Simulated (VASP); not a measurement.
# Pt (I4/mmm) in VASP: a series of runs

The runs below take Pt through single point, with r2SCAN.

Everything below comes from runs of VASP 6.6.1. Logs are shortened: lines on timing, memory, paths and dates and some standing lists are left out, and cuts for length are marked.

**1. The cell of the first run**

The structure is tetragonal, space group I4/mmm (No. 139). The conventional cell has a = 3.139 Å, b = 3.139 Å, c = 3.108 Å, α = 90.00°, β = 90.00°, γ = 90.00°. Within 3.6 Å of Pt (site symmetry 4/mmm) lie 14 Pt at 2.71 to 3.14 Å.

**2. Single point, r2SCAN (strain -0.0100 x Voigt [0, 1, 0, 0, 0, 0])**

File POSCAR:

```
Pt
1.0
   -1.5694863909      1.5537915270      1.5694863909
    1.5694863909     -1.5537915270      1.5694863909
    1.5694863909      1.5537915270     -1.5694863909
Pt
1
Direct
    0.0000000000      0.0000000000      0.0000000000
```

File INCAR.step1:

```
PREC = Accurate
ENCUT = 520
ISMEAR = 0
SIGMA = 0.15
LREAL = False
LASPH = True
NELM = 100
NBANDS = 11
GGA = PE
ALGO = Normal
EDIFF = 1E-4
LWAVE = True
LCHARG = False
```

File INCAR.step2:

```
PREC = Accurate
ENCUT = 520
EDIFF = 1E-7
ISMEAR = 0
SIGMA = 0.15
LREAL = False
LASPH = True
NELM = 100
ALGO = Normal
ISIF = 2
LWAVE = False
LCHARG = False
METAGGA = R2SCAN
LMIXTAU = True
NBANDS = 11
ISTART = 1
```

File KPOINTS:

```
regular mesh
0
Gamma
  26 26 26
```

Potentials or basis: VASP PAW PBE potentials, release 64 (Pt).

Launch:

```
cat potpaw_PBE.64/Pt/POTCAR > POTCAR
cp INCAR.step1 INCAR
mpirun -np 1 vasp_std > vasp.out
cp INCAR.step2 INCAR
mpirun -np 1 vasp_std > vasp.out
```

OUTCAR:

```text
PREC = Accurate
   ENCUT = 520
   EDIFF = 1E-7
   ISMEAR = 0
   LREAL = False
   LASPH = True
   NELM = 100
   ISIF = 2
   METAGGA = R2SCAN
   ISTART = 1

 ion  position               nearest neighbor table
   1  0.000  0.000  0.000-

  LATTYP: Found a body centered tetragonal cell.
 ALAT       =     3.1389727818
 C/A-ratio  =     0.9900000000

  Lattice vectors:

 A1 = (  -1.5694863909,  -1.5537915270,   1.5694863909)
 A2 = (   1.5694863909,  -1.5537915270,  -1.5694863909)
 A3 = (   1.5694863909,   1.5537915270,   1.5694863909)

Analysis of symmetry for initial positions (statically):
=====================================================================
 Subroutine PRICEL returns:
 Original cell was already a primitive cell.

 Routine SETGRP: Setting up the symmetry group for a
 body centered tetragonal supercell.

 Subroutine GETGRP returns: Found 16 space group operations
 (whereof 16 operations were pure point group operations)
 out of a pool of 16 trial point group operations.

The static configuration has the point symmetry D_4h.

Analysis of symmetry for dynamics (positions and initial velocities):
=====================================================================
 Subroutine PRICEL returns:
 Original cell was already a primitive cell.

 Routine SETGRP: Setting up the symmetry group for a
 body centered tetragonal supercell.

 Subroutine GETGRP returns: Found 16 space group operations
 (whereof 16 operations were pure point group operations)
 out of a pool of 16 trial point group operations.

The dynamic configuration has the point symmetry D_4h.

 Subroutine INISYM returns: Found 16 space group operations
 (whereof 16 operations are pure point group operations),
 and found     1 'primitive' translations

----------------------------------------------------------------------------------------

                                     Primitive cell

  volume of cell :      15.3097

  direct lattice vectors                    reciprocal lattice vectors
    -1.569486391  1.553791527  1.569486391     0.000000000  0.321793491  0.318575556
     1.569486391 -1.553791527  1.569486391     0.318575556  0.000000000  0.318575556
     1.569486391  1.553791527 -1.569486391     0.318575556  0.321793491  0.000000000

  length of vectors
     2.709399043  2.709399043  2.709399043     0.452815013  0.450533872  0.452815013

  position of ions in fractional coordinates (direct lattice)
     0.000000000  0.000000000  0.000000000

  ion indices of the primitive-cell ions
[... 80 lines left out ...]
   ISIF   =      2    stress and relaxation
   ISYM   =      2    0-nonsym 1-usesym 2-fastsym
   POTIM  = 0.5000    time-step for ionic-motion
   TEBEG  =    0.0;   TEEND  =   0.0 temperature during run
   PSTRESS=    0.0 pullay stress
   NELECT =      10.0000    total number of electrons
   NUPDOWN=      -1.0000    fix difference up-down
   EMIN   =  10.00;   EMAX   =-10.00  energy-range for DOS
   EFERMI =   0.00;   METHOD = LEGACY
   ISMEAR =     0;   SIGMA  =   0.15  broadening in eV -4-tet -1-fermi 0-gaus
   EFERMI_NEDOS =   21; number of points for ismear=-14 and -15
   IALGO  =     38    algorithm
   IMIX   =      4    mixing-type and parameters
     AMIX     =   0.40;   BMIX     =  1.00
     AMIX_MAG =   1.60;   BMIX_MAG =  1.00
  volume/ion in A,a.u.               =      15.31       103.32
  Fermi-wavevector in a.u.,A,eV,Ry     =   1.420427  2.684218 27.451285  2.017613
  Thomas-Fermi vector in A             =   2.541343
   LORBIT       =      0    0 simple, 1 ext, 2 COOP (PROOUT), +10 PAW based schemes
   METAGGA = R2SCAN    functional components
   LHFCALC =     F    Hartree Fock is set to
   AEXX    =    0.0000 exact exchange contribution
   IVDW    =     0    specifies the selected vdW correction
   LEPSILON=     F    determine dielectric tensor
   LRPA    =     F    only Hartree local field effects (RPA)
 non-spin polarized calculation
 Gauss-broadening in eV      SIGMA  =   0.15
  energy-cutoff  :      520.00
  volume of cell :       15.31
 maximum number of plane-waves:       426
   NGX =  9   NGY =  9   NGZ =  9

 number of electron       9.9999997 magnetization

 Free energy of the ion-electron system (eV)
  ---------------------------------------------------
  ext. energy  EPLUGINS =         0.00000000
  ---------------------------------------------------
  free energy    TOTEN  =       -51.41294400 eV

  energy without entropy =      -51.40451366  energy(sigma->0) =      -51.40872883

 E-fermi :  10.5413     XC(G=0): -14.4993

 val. band max:       10.5391411039   @ k =  -0.3846  -0.4615   0.1923
 cond. band min:      10.5418036040   @ k =  -0.2308   0.3077   0.1923
 fundamental gap:      0.0026625001
 Fermi energy:        10.5412963716

 k-point     1 :       0.0000    0.0000    0.0000
  band No.  band energies     occupation
      1       0.4475      2.00000
      2       6.6800      2.00000
      3       6.7706      2.00000
      4       6.7706      2.00000
      5       9.3029      2.00000
      6       9.4169      2.00000
      7      28.5370      0.00000
      8      28.5370      0.00000
      9      28.7503      0.00000
     10      39.3760      0.00000
     11      39.4869      0.00000
[... 309 lines left out ...]
 k-point    24 :       0.3462    0.0385   -0.0000
  band No.  band energies     occupation
      1       3.5036      2.00000
      2       5.4091      2.00000
      3       8.1149      2.00000
      4       9.2385      2.00000
      5       9.6590      2.00000
      6      10.6954      0.14629
      7      21.1362      0.00000
      8      25.5904      0.00000
      9      29.2201      0.00000
     10      35.0367      0.00000
     11      35.9886      0.00000

 [... further k-points ...]

------------------------ aborting loop because EDIFF is reached ----------------------------------------

  FORCE on cell =-STRESS in cart. coord.  units (eV):
  Direction    XX          YY          ZZ          XY          YZ          ZX
  --------------------------------------------------------------------------------------
  -------------------------------------------------------------------------------------
  Total        0.3683440      0.2763269      0.3683440      0.0000000      0.0000000      0.0000000
  in kB       38.5475098     28.9178478     38.5475098      0.0000000      0.0000000      0.0000000
  external PRESSURE =      35.3376224 kB  Pullay stress =       0.0000000 kB

 VOLUME and BASIS-vectors are now :
 -----------------------------------------------------------------------------
  energy-cutoff  :      520.00
  volume of cell :       15.31
      direct lattice vectors                 reciprocal lattice vectors
    -1.569486391  1.553791527  1.569486391     0.000000000  0.321793491  0.318575556
     1.569486391 -1.553791527  1.569486391     0.318575556  0.000000000  0.318575556
     1.569486391  1.553791527 -1.569486391     0.318575556  0.321793491  0.000000000

 POSITION                                       TOTAL-FORCE (eV/Angst)
 -----------------------------------------------------------------------------------
      0.00000      0.00000      0.00000        -0.000000      0.000000     -0.000000
 -----------------------------------------------------------------------------------
    total drift:                                0.000000     -0.000000      0.000000

  FREE ENERGIE OF THE ION-ELECTRON SYSTEM (eV)
  ---------------------------------------------------
  free  energy   TOTEN  =       -51.4129440038 eV

  energy  without entropy=      -51.4045136616  energy(sigma->0) =      -51.40872883
```

It took 7 min on 1 thread of Intel Xeon 6975P-C, shared host; peak memory 0.33 GiB.

What came out:

```yaml
Free_energy: -51.4129 eV
Pressure: 3.5 GPa
Band_gap_on_the_k_mesh: zero (band 5 reaches 11.67 eV, above the bottom of band 6 at 9.23 eV)
```

Stress tensor (GPa, compression positive):
```
3.85 0.00 0.00
0.00 2.89 0.00
0.00 0.00 3.85
```

Caveat: the cell differs from its parent crystal (strain -0.0100 x Voigt [0, 1, 0, 0, 0, 0]); the PAW data sets were made with another functional, which shifts forces and pressure a little; spin-orbit coupling is left out, which moves the levels of the heavy elements.

**3. Single point, r2SCAN (strain +0.0100 x Voigt [0, 1, 0, 0, 0, 0])**

File POSCAR:

```
Pt
1.0
   -1.5694863909      1.5851812548      1.5694863909
    1.5694863909     -1.5851812548      1.5694863909
    1.5694863909      1.5851812548     -1.5694863909
Pt
1
Direct
    0.0000000000      0.0000000000      0.0000000000
```

File INCAR.step1:

```
ALGO = Normal
EDIFF = 1E-4
ENCUT = 520
GGA = PE
ISMEAR = 0
LASPH = True
LCHARG = False
LREAL = False
LWAVE = True
NBANDS = 11
NELM = 60
PREC = Accurate
SIGMA = 0.15
```

File INCAR.step2:

```
ALGO = Normal
EDIFF = 1E-6
ENCUT = 520
ISIF = 2
ISMEAR = 0
ISTART = 1
LASPH = True
LCHARG = False
LMIXTAU = True
LREAL = False
LWAVE = False
METAGGA = R2SCAN
NBANDS = 11
NELM = 60
PREC = Accurate
SIGMA = 0.15
```

File KPOINTS:

```
k-points
0
Gamma
  26 26 26
```

Potentials or basis: VASP PAW PBE potentials, release 64 (Pt).

Launch:

```
cat potpaw_PBE.64/Pt/POTCAR > POTCAR
cp INCAR.step1 INCAR
mpirun -np 1 vasp_std > vasp.out
cp INCAR.step2 INCAR
mpirun -np 1 vasp_std > vasp.out
```

It took 5.7 min on 1 thread of Intel Xeon 6975P-C, shared host; peak memory 0.33 GiB.

It converged, with:

* Free energy: -51.4146 eV
* Pressure: -1.8 GPa
* Band gap on the k mesh: zero (band 5 reaches 11.27 eV, above the bottom of band 6 at 8.91 eV)

Stress tensor (GPa, compression positive):
```
-2.04  0.00  0.00
 0.00 -1.19  0.00
 0.00  0.00 -2.04
```

Levels at points of the mesh, in eV from the Fermi level:
```csv
k point,band 1,band 2,band 3,band 4,band 5,band 6,band 7,band 8,band 9,band 10
"(0.00, 0.00, 0.00)",-9.87,-3.72,-3.72,-3.63,-1.20,-1.09,17.94,18.14,18.14,28.58
"(0.50, 0.00, 0.00)",-6.90,-5.15,-1.36,-0.83,0.38,1.10,6.67,14.10,16.79,25.23
"(0.00, 0.50, 0.00)",-6.89,-5.24,-1.24,-0.79,0.44,1.12,6.76,13.98,16.54,25.50
"(0.50, 0.50, 0.50)",-6.44,-6.44,0.53,0.57,0.57,7.91,8.23,8.23,13.61,19.91
```

Caveat: the cell differs from its parent crystal (strain +0.0100 x Voigt [0, 1, 0, 0, 0, 0]); the PAW data sets were made with another functional, which shifts forces and pressure a little; spin-orbit coupling is left out, which moves the levels of the heavy elements.

**4. Single point, r2SCAN (strain +0.0200 x Voigt [0, 1, 0, 0, 0, 0])**

File POSCAR:

```
Pt
1.0
   -1.5694863909      1.6008761187      1.5694863909
    1.5694863909     -1.6008761187      1.5694863909
    1.5694863909      1.6008761187     -1.5694863909
Pt
1
Direct
    0.0000000000      0.0000000000      0.0000000000
```

File INCAR.step1:

```
  ALGO = Normal
  EDIFF = 1E-4
  ENCUT = 520
  GGA = PE
  ISMEAR = 0
  LASPH = True
  LCHARG = False
  LREAL = False
  LWAVE = True
  NBANDS = 11
  NELM = 80
  PREC = Accurate
  SIGMA = 0.15
```

File INCAR.step2:

```
  ALGO = Normal
  EDIFF = 1E-6
  ENCUT = 520
  ISIF = 2
  ISMEAR = 0
  ISTART = 1
  LASPH = True
  LCHARG = False
  LMIXTAU = True
  LREAL = False
  LWAVE = False
  METAGGA = R2SCAN
  NBANDS = 11
  NELM = 80
  PREC = Accurate
  SIGMA = 0.15
```

KPOINTS is that of step 3.

Potentials or basis: VASP PAW PBE potentials, release 64 (Pt).

Launch:

```
cat potpaw_PBE.64/Pt/POTCAR > POTCAR
cp INCAR.step1 INCAR
mpirun -np 1 vasp_std > vasp.out
cp INCAR.step2 INCAR
mpirun -np 1 vasp_std > vasp.out
```

OUTCAR:

```text
EDIFF = 1E-6
   ENCUT = 520
   ISIF = 2
   ISMEAR = 0
   ISTART = 1
   LASPH = True
   LREAL = False
   METAGGA = R2SCAN
   NELM = 80
   PREC = Accurate

 ion  position               nearest neighbor table
   1  0.000  0.000  0.000-

  LATTYP: Found a body centered tetragonal cell.
 ALAT       =     3.1389727818
 C/A-ratio  =     1.0200000000

  Lattice vectors:

 A1 = (  -1.5694863909,  -1.6008761187,   1.5694863909)
 A2 = (   1.5694863909,  -1.6008761187,  -1.5694863909)
 A3 = (   1.5694863909,   1.6008761187,   1.5694863909)

Analysis of symmetry for initial positions (statically):
=====================================================================
 Subroutine PRICEL returns:
 Original cell was already a primitive cell.

 Routine SETGRP: Setting up the symmetry group for a
 body centered tetragonal supercell.

 Subroutine GETGRP returns: Found 16 space group operations
 (whereof 16 operations were pure point group operations)
 out of a pool of 16 trial point group operations.

The static configuration has the point symmetry D_4h.

Analysis of symmetry for dynamics (positions and initial velocities):
[... 156 lines left out ...]

 E-fermi :  10.0040     XC(G=0): -14.2869

 val. band max:       10.0030706975   @ k =  -0.3846  -0.4615   0.1538
 cond. band min:      10.0075702022   @ k =  -0.4231  -0.4231   0.1923
 fundamental gap:      0.0044995046
 Fermi energy:        10.0039885035

 k-point     1 :       0.0000    0.0000    0.0000
  band No.  band energies     occupation
      1       0.2349      2.00000
      2       6.3172      2.00000
      3       6.3172      2.00000
      4       6.4842      2.00000
      5       8.7687      2.00000
      6       8.9739      2.00000
      7      27.8156      0.00000
      8      28.2153      0.00000
      9      28.2153      0.00000
     10      38.0737      0.00000
     11      38.3920      0.00000
[... 309 lines left out ...]
 k-point    24 :       0.3462    0.0385   -0.0000
  band No.  band energies     occupation
      1       3.2288      2.00000
      2       5.1890      2.00000
      3       7.6718      2.00000
      4       8.6612      2.00000
      5       9.1553      2.00000
      6      10.1374      0.20846
      7      20.1593      0.00000
      8      25.0908      0.00000
      9      28.5710      0.00000
     10      34.2906      0.00000
     11      35.2216      0.00000

 [... further k-points ...]
[... 5 lines left out ...]
  --------------------------------------------------------------------------------------
  -------------------------------------------------------------------------------------
  Total       -0.4626916     -0.3087397     -0.4626916      0.0000000      0.0000000      0.0000000
  in kB      -46.9969185    -31.3595779    -46.9969185      0.0000000      0.0000000      0.0000000
  external PRESSURE =     -41.7844717 kB  Pullay stress =       0.0000000 kB

 VOLUME and BASIS-vectors are now :
 -----------------------------------------------------------------------------
  energy-cutoff  :      520.00
  volume of cell :       15.77
      direct lattice vectors                 reciprocal lattice vectors
    -1.569486391  1.600876119  1.569486391     0.000000000  0.312328977  0.318575556
     1.569486391 -1.600876119  1.569486391     0.318575556  0.000000000  0.318575556
     1.569486391  1.600876119 -1.569486391     0.318575556  0.312328977  0.000000000

 POSITION                                       TOTAL-FORCE (eV/Angst)
 -----------------------------------------------------------------------------------
      0.00000      0.00000      0.00000         0.000000      0.000000     -0.000000
 -----------------------------------------------------------------------------------
    total drift:                                0.000000     -0.000000      0.000000

  FREE ENERGIE OF THE ION-ELECTRON SYSTEM (eV)
  ---------------------------------------------------
  free  energy   TOTEN  =       -51.4125991737 eV

  energy  without entropy=      -51.4036074790  energy(sigma->0) =      -51.40810333
```

OUTCAR.step1:

```text
EDIFF = 1E-4
   ENCUT = 520
   GGA = PE
   ISMEAR = 0
   LASPH = True
   LREAL = False
[... 553 lines left out ...]

 POSITION                                       TOTAL-FORCE (eV/Angst)
 -----------------------------------------------------------------------------------
      0.00000      0.00000      0.00000         0.000000      0.000000     -0.000000
 -----------------------------------------------------------------------------------
    total drift:                                0.000000      0.000000      0.000000

  FREE ENERGIE OF THE ION-ELECTRON SYSTEM (eV)
  ---------------------------------------------------
  free  energy   TOTEN  =        -6.0102929106 eV

  energy  without entropy=       -6.0002135035  energy(sigma->0) =       -6.00525321
```

Run time: 6.5 min. Hardware: 1 thread of Intel Xeon 6975P-C, shared host; peak memory 0.33 GiB.

What came out:

* Free energy: -51.4126 eV
* Pressure: -4.2 GPa
* Band gap on the k mesh: zero (band 5 reaches 11.08 eV, above the bottom of band 6 at 8.75 eV)

Levels at points of the mesh, in eV from the Fermi level:
```csv
k point,band 1,band 2,band 3,band 4,band 5,band 6,band 7,band 8,band 9,band 10
"(0.00, 0.00, 0.00)",-9.77,-3.69,-3.69,-3.52,-1.24,-1.03,17.81,18.21,18.21,28.07
"(0.50, 0.00, 0.00)",-6.81,-5.04,-1.39,-0.82,0.39,1.07,6.55,14.14,16.78,25.06
"(0.00, 0.50, 0.00)",-6.79,-5.23,-1.15,-0.75,0.52,1.11,6.73,13.90,16.28,25.59
"(0.50, 0.50, 0.50)",-6.34,-6.33,0.50,0.56,0.56,7.68,8.31,8.31,13.44,19.67
```

Caveat: the cell differs from its parent crystal (strain +0.0200 x Voigt [0, 1, 0, 0, 0, 0]); the PAW data sets were made with another functional, which shifts forces and pressure a little; spin-orbit coupling is left out, which moves the levels of the heavy elements.

**5. Summary**

| cell | gap on the mesh (eV) | pressure (GPa) |
| --- | --- | --- |
| a = 2.709 Å, angles 109.2, 110.0, 109.2°, 1 atom | none | 3.5 |
| a = 2.728 Å, angles 109.7, 108.9, 109.7°, 1 atom | none | -1.8 |
| a = 2.737 Å, angles 110.0, 108.4, 110.0°, 1 atom | none | -4.2 |

Alike in all rows: task single point; level r2SCAN; potentials or basis VASP PAW PBE potentials, release 64 (Pt); no spin polarisation; k mesh 26 × 26 × 26; cutoff (eV) 520; smearing gaussian 0.15 eV.

Caveats: the PAW data sets were made with another functional, which shifts forces and pressure a little; spin-orbit coupling is left out, which moves the levels of the heavy elements.

Total energies depend on the potentials used, so only differences within one code and one set of settings carry meaning.
